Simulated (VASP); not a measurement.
# B3N2 (P3m1) in VASP: notebook

B3N2 is run at these levels: PBE; tasks: single point, relaxation of cell and atoms.

Program: VASP 6.6.1. These are calculated values, not measurements. Logs are shortened: lines on timing, memory, paths and dates and some standing lists are left out, and cuts for length are marked.

**1. The cell of the first run**

It takes space group P3m1 (No. 156, trigonal). Conventional cell: a = 3.571 Å, b = 3.571 Å, c = 4.991 Å, α = 90.00°, β = 90.00°, γ = 120.00°. Within 2.0 Å of B (site symmetry m) lie 3 N at 1.48 to 1.93 Å and 4 B at 1.72 to 1.85 Å. Within 2.0 Å of N (site symmetry 3m) lie 3 B at 1.48 Å. N (site symmetry 3m) has 6 B at 1.93 Å within 2.6 Å.

The cell was built from a structure type or drawn by symmetry, and may not be a known phase.

**2. Single point, PBE**

INCAR reads:

```
PREC = Accurate
ENCUT = 520
EDIFF = 1E-7
ISMEAR = 0
SIGMA = 0.1
LREAL = False
LASPH = True
NELM = 60
ALGO = Normal
ISIF = 2
LWAVE = False
LCHARG = False
GGA = PE
NBANDS = 18
```

KPOINTS reads:

```
Automatic mesh
0
Gamma
  12 12 8
```

POSCAR reads:

```
B3N2
1.0
    3.5708211657      0.0000000000      0.0000000000
   -1.7854105829      3.0924218419      0.0000000000
    0.0000000000      0.0000000000      4.9910058304
B N
3 2
Direct
    0.5063980039      0.4936019961      0.9439710780
    0.5063980039      0.0127960078      0.9439710780
    0.9872039922      0.4936019961      0.9439710780
    0.3333333333      0.6666666667      0.1478693236
    0.0000000000      0.0000000000      0.7961389823
```

Potentials or basis: VASP PAW PBE potentials, release 64 (B, N).

Run with:

```sh
$ cat potpaw_PBE.64/B/POTCAR potpaw_PBE.64/N/POTCAR > POTCAR
$ mpirun -np 1 vasp_std > vasp.out
```

OUTCAR:

```text
PREC = Accurate
   ENCUT = 520
   EDIFF = 1E-7
   ISMEAR = 0
   LREAL = False
   LASPH = True
   NELM = 60
   ISIF = 2
   GGA = PE

 ion  position               nearest neighbor table
   1  0.506  0.494  0.944-   4 1.48   3 1.72   2 1.72   3 1.85   2 1.85   5 1.93   5 1.93
   2  0.506  0.013  0.944-   4 1.48   3 1.72   1 1.72   3 1.85   1 1.85   5 1.93   5 1.93
   3  0.987  0.494  0.944-   4 1.48   1 1.72   2 1.72   1 1.85   2 1.85   5 1.93   5 1.93
   4  0.333  0.667  0.148-   3 1.48   2 1.48   1 1.48
   5  0.000  0.000  0.796-   2 1.93   2 1.93   1 1.93   1 1.93   3 1.93   3 1.93

  LATTYP: Found a hexagonal cell.
 ALAT       =     3.5708211657
 C/A-ratio  =     1.3977193477

  Lattice vectors:

 A1 = (   3.5708211657,   0.0000000000,   0.0000000000)
 A2 = (  -1.7854105829,   3.0924218419,   0.0000000000)
 A3 = (   0.0000000000,   0.0000000000,   4.9910058304)

Analysis of symmetry for initial positions (statically):
=====================================================================
 Subroutine PRICEL returns:
 Original cell was already a primitive cell.

 Routine SETGRP: Setting up the symmetry group for a
 hexagonal supercell.

 Subroutine GETGRP returns: Found  6 space group operations
 (whereof  6 operations were pure point group operations)
 out of a pool of 24 trial point group operations.

The static configuration has the point symmetry C_3v.

Analysis of symmetry for dynamics (positions and initial velocities):
=====================================================================
 Subroutine PRICEL returns:
 Original cell was already a primitive cell.

 Routine SETGRP: Setting up the symmetry group for a
 hexagonal supercell.

 Subroutine GETGRP returns: Found  6 space group operations
 (whereof  6 operations were pure point group operations)
 out of a pool of 24 trial point group operations.

The dynamic configuration has the point symmetry C_3v.

 Subroutine INISYM returns: Found  6 space group operations
 (whereof  6 operations are pure point group operations),
 and found     1 'primitive' translations

----------------------------------------------------------------------------------------

                                     Primitive cell

  volume of cell :      55.1131

  direct lattice vectors                    reciprocal lattice vectors
     3.570821166  0.000000000  0.000000000     0.280047629  0.161685574  0.000000000
    -1.785410583  3.092421842  0.000000000     0.000000000  0.323371148  0.000000000
     0.000000000  0.000000000  4.991005830     0.000000000  0.000000000  0.200360415

[... 88 lines left out ...]
   NELM   =     60;   NELMIN=  2; NELMDL= -5     # of ELM steps
   EDIFF  = 0.1E-06   stopping-criterion for ELM
   LREAL  =      F    real-space projection
   EDIFFG = 0.1E-05   stopping-criterion for IOM
   NSW    =      0    number of steps for IOM
   IBRION =     -1    ionic relax: 0-MD 1-quasi-New 2-CG
   NFREE  =      0    steps in history (QN), initial steepest desc. (CG)
   ISIF   =      2    stress and relaxation
   ISYM   =      2    0-nonsym 1-usesym 2-fastsym
   POTIM  = 0.5000    time-step for ionic-motion
   TEBEG  =    0.0;   TEEND  =   0.0 temperature during run
   PSTRESS=    0.0 pullay stress
   NELECT =      19.0000    total number of electrons
   NUPDOWN=      -1.0000    fix difference up-down
   EMIN   =  10.00;   EMAX   =-10.00  energy-range for DOS
   EFERMI =   0.00;   METHOD = LEGACY
   ISMEAR =     0;   SIGMA  =   0.10  broadening in eV -4-tet -1-fermi 0-gaus
   EFERMI_NEDOS =   21; number of points for ismear=-14 and -15
   IALGO  =     38    algorithm
   IMIX   =      4    mixing-type and parameters
     AMIX     =   0.40;   BMIX     =  1.00
     AMIX_MAG =   1.60;   BMIX_MAG =  1.00
  volume/ion in A,a.u.               =      11.02        74.38
  Fermi-wavevector in a.u.,A,eV,Ry     =   1.147910  2.169235 17.928352  1.317697
  Thomas-Fermi vector in A             =   2.284587
   LORBIT       =      0    0 simple, 1 ext, 2 COOP (PROOUT), +10 PAW based schemes
   GGA     = PE    functional components
   LHFCALC =     F    Hartree Fock is set to
   AEXX    =    0.0000 exact exchange contribution
   IVDW    =     0    specifies the selected vdW correction
   LEPSILON=     F    determine dielectric tensor
   LRPA    =     F    only Hartree local field effects (RPA)
 non-spin polarized calculation
 Gauss-broadening in eV      SIGMA  =   0.10
  energy-cutoff  :      520.00
  volume of cell :       55.11
 maximum number of plane-waves:      1508
 NGX is ok and might be reduce to    28
   NGX = 13   NGY = 13   NGZ = 19

 number of electron      19.0000000 magnetization

 Free energy of the ion-electron system (eV)
  ---------------------------------------------------
  ext. energy  EPLUGINS =         0.00000000
  ---------------------------------------------------
  free energy    TOTEN  =       -32.58002996 eV

  energy without entropy =      -32.57340728  energy(sigma->0) =      -32.57671862

 E-fermi :   2.8190     XC(G=0):  -8.9525

 val. band max:        2.7892694231   @ k =  -0.1667   0.4167   0.2500
 cond. band min:       2.8262979655   @ k =   0.3333   0.0833   0.0000
 fundamental gap:      0.0370285424
 Fermi energy:         2.8190075446

 k-point     1 :       0.0000    0.0000    0.0000
  band No.  band energies     occupation
      1     -17.8276      2.00000
      2     -13.3812      2.00000
      3      -6.6149      2.00000
      4      -5.4743      2.00000
      5      -5.4743      2.00000
      6      -3.5116      2.00000
[... 481 lines left out ...]
      5      -5.6802      2.00000
      6      -3.4656      2.00000
[... 10 lines left out ...]
     17      13.4474      0.00000
     18      13.9479      0.00000

 [... further k-points ...]
[... 5 lines left out ...]
  --------------------------------------------------------------------------------------
  -------------------------------------------------------------------------------------
  Total        0.0533921      0.0533921      0.0528696     -0.0000000     -0.0000000     -0.0000000
  in kB        1.5521468      1.5521468      1.5369574     -0.0000000     -0.0000000     -0.0000000
  external PRESSURE =       1.5470836 kB  Pullay stress =       0.0000000 kB

 VOLUME and BASIS-vectors are now :
 -----------------------------------------------------------------------------
  energy-cutoff  :      520.00
  volume of cell :       55.11
      direct lattice vectors                 reciprocal lattice vectors
     3.570821166  0.000000000  0.000000000     0.280047629  0.161685574  0.000000000
    -1.785410583  3.092421842  0.000000000     0.000000000  0.323371148  0.000000000
     0.000000000  0.000000000  4.991005830     0.000000000  0.000000000  0.200360415

 POSITION                                       TOTAL-FORCE (eV/Angst)
 -----------------------------------------------------------------------------------
      0.92697      1.52643      4.71137         0.040510     -0.023388     -0.029524
      1.78541      0.03957      4.71137        -0.000000      0.046777     -0.029524
      2.64385      1.52643      4.71137        -0.040510     -0.023388     -0.029524
     -0.00000      2.06161      0.73802         0.000000      0.000000      0.087840
      0.00000      0.00000      3.97353         0.000000      0.000000      0.000731
 -----------------------------------------------------------------------------------
    total drift:                               -0.000000      0.000000      0.000332

  FREE ENERGIE OF THE ION-ELECTRON SYSTEM (eV)
  ---------------------------------------------------
  free  energy   TOTEN  =       -32.5800299551 eV

  energy  without entropy=      -32.5734072843  energy(sigma->0) =      -32.57671862
```

stdout:

```text
POSCAR found type information on POSCAR B N
 POSCAR found :  2 types and       5 ions
 scaLAPACK will be used
 LDA part: xc-table for (Slater+PW92), standard interpolation
 POSCAR, INCAR and KPOINTS ok, starting setup
 FFT: planning ... GRIDC
 FFT: planning ... GRID_SOFT
 FFT: planning ... GRID
 WAVECAR not read
 entering main loop
```

Run time: 53 s. Hardware: 1 thread of Intel Xeon 6975P-C (Granite Rapids), shared host; peak memory 0.24 GiB.

What came out:

| Quantity | Value |
| --- | --- |
| Free energy | -32.5800 eV |
| Pressure | 0.2 GPa |
| Largest force | 0.088 eV/Å |
| Band gap on the k mesh | zero (an odd number of electrons rules out a gap without spin polarisation) |

Forces in eV/Å, atoms in the order of the input:
```
B    0.041 -0.023 -0.030
B    0.000  0.047 -0.030
B   -0.041 -0.023 -0.030
N    0.000  0.000  0.088
N    0.000  0.000  0.001
```

Levels at points of the mesh, in eV from the Fermi level:
| k point | band 8 | band 9 | band 10 | band 11 | band 12 | band 13 |
| --- | --- | --- | --- | --- | --- | --- |
| (0.00, 0.00, 0.00) | -5.26 | -3.69 | -0.50 | 2.01 | 2.01 | 3.64 |
| (0.50, 0.00, 0.00) | -3.70 | -2.76 | 0.62 | 2.22 | 3.11 | 4.86 |
| (0.00, 0.00, 0.50) | -5.27 | -3.34 | -0.77 | 1.97 | 1.97 | 3.58 |
| (0.50, 0.00, 0.50) | -3.38 | -2.66 | 0.69 | 2.31 | 3.10 | 4.83 |

Caveat: this functional lacks dispersion, which binds the layers, so the pressure and a relaxed spacing across them are unreliable.

**3. Relaxation of cell and atoms, PBE**

This run uses another cell than the first one, of 10.52 Å³/atom.

INCAR reads:

```
SYSTEM = B3N2
ALGO = Normal
EDIFF = 1E-7
EDIFFG = -0.01
ENCUT = 600
GGA = PE
IBRION = 2
ISIF = 3
ISMEAR = 0
LASPH = .True.
LCHARG = .False.
LREAL = .False.
LWAVE = .False.
NELM = 80
NSW = 100
PREC = Accurate
SIGMA = 0.1
```

KPOINTS reads:

```
k-points
0
Gamma
  12 12 8
  0 0 0
```

POSCAR reads:

```
B3N2
1.0
    3.7027617562      0.0000000000      0.0000000000
   -1.8513808781      3.2066857450      0.0000000000
    0.0000000000      0.0000000000      4.4300446060
B N
3 2
Direct
    0.5162161658      0.4837838342      0.9481813290
    0.5162161658      0.0324323316      0.9481813290
    0.9675676684      0.4837838342      0.9481813290
    0.3333333333      0.6666666667      0.1393747855
    0.0000000000      0.0000000000      0.7920027675
```

Potentials or basis: VASP PAW PBE potentials, release 64 (B, N).

Run with:

```sh
$ cat potpaw_PBE.64/B/POTCAR potpaw_PBE.64/N/POTCAR > POTCAR
$ mpirun -np 1 vasp_std > vasp.out
```

Wall time 20 min (1 thread of Intel Xeon 6975P-C (Granite Rapids), shared host); peak memory 0.27 GiB.

The run converged. Its results:

```
Free energy                           : -32.5863 eV
Relaxed volume                        : 10.40 Å³/atom
Relaxed cell                          : a = 3.569 Å, b = 3.569 Å, c = 4.712 Å, α = 90.00°, β = 90.00°, γ = 120.00°
Space group after relaxing (to 0.1 Å) : P3m1 (No. 156)
Energy gained by relaxing             : 13.1 meV/atom
Ionic steps                           : 60
Pressure after relaxing               : 0.0 GPa
Largest force after relaxing          : 0.007 eV/Å
Band gap on the k mesh                : zero (an odd number of electrons rules out a gap without spin polarisation)
```

Forces on the atoms (eV/Å):
```
B   -0.001  0.001 -0.001
B    0.000 -0.001 -0.001
B    0.001  0.001 -0.001
N    0.000  0.000 -0.003
N    0.000  0.000  0.007
```

The path:
| step | energy change (eV) | largest force (eV/Å) | pressure (GPa) | volume (Å³) |
| --- | --- | --- | --- | --- |
| 1 | 0.0000 | 0.1072 | 0.34 | 52.60 |
| 3 | -0.0002 | 0.0424 | 0.01 | 52.66 |
| 5 | -0.0005 | 0.0492 | -0.49 | 52.75 |
| 7 | -0.0007 | 0.0592 | -0.57 | 52.75 |
| 9 | -0.0017 | 0.0928 | -0.96 | 52.77 |
| 11 | -0.0033 | 0.2968 | -2.47 | 52.84 |
| 13 | -0.0039 | 0.1766 | -1.96 | 52.82 |
| 15 | -0.0048 | 0.2400 | -2.15 | 52.79 |
| 17 | -0.0061 | 0.3395 | -2.37 | 52.72 |
| 19 | -0.0126 | 0.3998 | -1.97 | 52.43 |
| 21 | -0.0253 | 0.6624 | -0.46 | 51.25 |
| 23 | -0.0445 | 0.5991 | 0.77 | 50.27 |
| 25 | -0.0521 | 0.4701 | 0.50 | 50.01 |
| 27 | -0.0601 | 0.1726 | -0.14 | 50.07 |
| 29 | -0.0619 | 0.0856 | 0.24 | 50.03 |
| 31 | -0.0628 | 0.0445 | 0.36 | 50.09 |
| 33 | -0.0634 | 0.0337 | 0.11 | 50.32 |
| 35 | -0.0636 | 0.0327 | -0.01 | 50.43 |
| 37 | -0.0637 | 0.0201 | 0.04 | 50.52 |
| 39 | -0.0638 | 0.1211 | 0.75 | 50.63 |
| 41 | -0.0639 | 0.0645 | 0.42 | 50.59 |
| 43 | -0.0641 | 0.0340 | 0.39 | 50.68 |
| 45 | -0.0645 | 0.1106 | 0.27 | 51.05 |
| 47 | -0.0648 | 0.0872 | 0.24 | 51.21 |
| 49 | -0.0653 | 0.0582 | 0.11 | 51.93 |
| 51 | -0.0654 | 0.0465 | 0.14 | 51.84 |
| 53 | -0.0655 | 0.0861 | 0.23 | 51.92 |
| 55 | -0.0656 | 0.0484 | 0.16 | 51.90 |
| 57 | -0.0657 | 0.0409 | -0.14 | 52.04 |
| 59 | -0.0657 | 0.0105 | 0.00 | 51.98 |
| 60 | -0.0657 | 0.0073 | 0.03 | 51.98 |

Final structure:
```
CELL_PARAMETERS angstrom
3.56930 0.00000 0.00000
-1.78465 3.09110 0.00000
0.00000 0.00000 4.71163
ATOMIC_POSITIONS crystal
B 0.50644 0.49356 0.94308
B 0.50645 0.01289 0.94308
B 0.98711 0.49356 0.94308
N 0.33333 0.66667 0.15970
N 0.00000 0.00000 0.78698
```

Levels at points of the mesh, in eV from the Fermi level:
| k point | band 7 | band 8 | band 9 | band 10 | band 11 | band 12 | band 13 |
| --- | --- | --- | --- | --- | --- | --- | --- |
| (0.00, 0.00, 0.00) | -5.22 | -5.22 | -3.72 | -0.45 | 2.07 | 2.07 | 3.71 |
| (0.50, 0.00, 0.00) | -4.69 | -3.76 | -2.76 | 0.64 | 2.22 | 3.16 | 4.90 |
| (0.00, 0.00, 0.50) | -5.23 | -5.23 | -3.25 | -0.73 | 2.00 | 2.00 | 3.60 |
| (0.50, 0.00, 0.50) | -4.79 | -3.28 | -2.60 | 0.74 | 2.37 | 3.13 | 4.86 |

Caveat: this functional lacks dispersion, which binds the layers, so the pressure and a relaxed spacing across them are unreliable.
